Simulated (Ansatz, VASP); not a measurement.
## Al3GaN4: VASP beside Ansatz

```xyz
8
Lattice="4.2749 0.1615 0.1615 0.1615 4.2749 0.1615 0.1615 0.1615 4.2749" Properties=species:S:1:pos:R:3 pbc="T T T"
Al    2.2182    2.2182    0.1615
Al    2.2182    0.1615    2.2182
Al    0.1615    2.2182    2.2182
Ga    0.0000    0.0000    0.0000
N     3.3451    3.3451    1.3319
N     3.3451    1.3319    3.3451
N     1.3319    3.3451    3.3451
N     1.1738    1.1738    1.1738
```

Change from the starting cell: equal engineering shear yz, xz and xy +0.0733, equal normal strain along x, y and z -0.0300.

Alike in both runs: task single point; functional PBEsol; k mesh 6 × 6 × 6; occupations gaussian, width 0.05 eV; no spin polarisation.

|  | VASP | Ansatz |
| --- | --- | --- |
| version | VASP 6.6.1 | Ansatz 0.2.0 |
| potentials or method | VASP PAW PBE potentials, release 64 (Al, Ga_d, N), cutoff 520 eV | scalar-relativistic, plane waves, PAW |
| valence electrons in the cell | 42 | 42 |

Ansatz gave:

```
gap on the k mesh at the Fermi level (eV)                     : 2.84
least direct gap on the mesh (eV)                             : 2.84
pressure (GPa)                                                : 26.6
traceless stress, the component that is largest in VASP (GPa) : -18.92
rms of the force components (eV/Å)                            : 0.745
```

**Question.** Which values does VASP return?

**Answer.** gap on the k mesh at the Fermi level (eV): 2.82; least direct gap on the mesh (eV): 2.82; pressure (GPa): 26.8; traceless stress, the component that is largest in VASP (GPa): -19.11; rms of the force components (eV/Å): 0.753.

VASP's potentials were made for PBE, not for PBEsol. Atom by atom the forces differ by 0.019 eV/Å (rms over components). With one functional, cell and mesh, what is left measures potentials, basis and numerics.
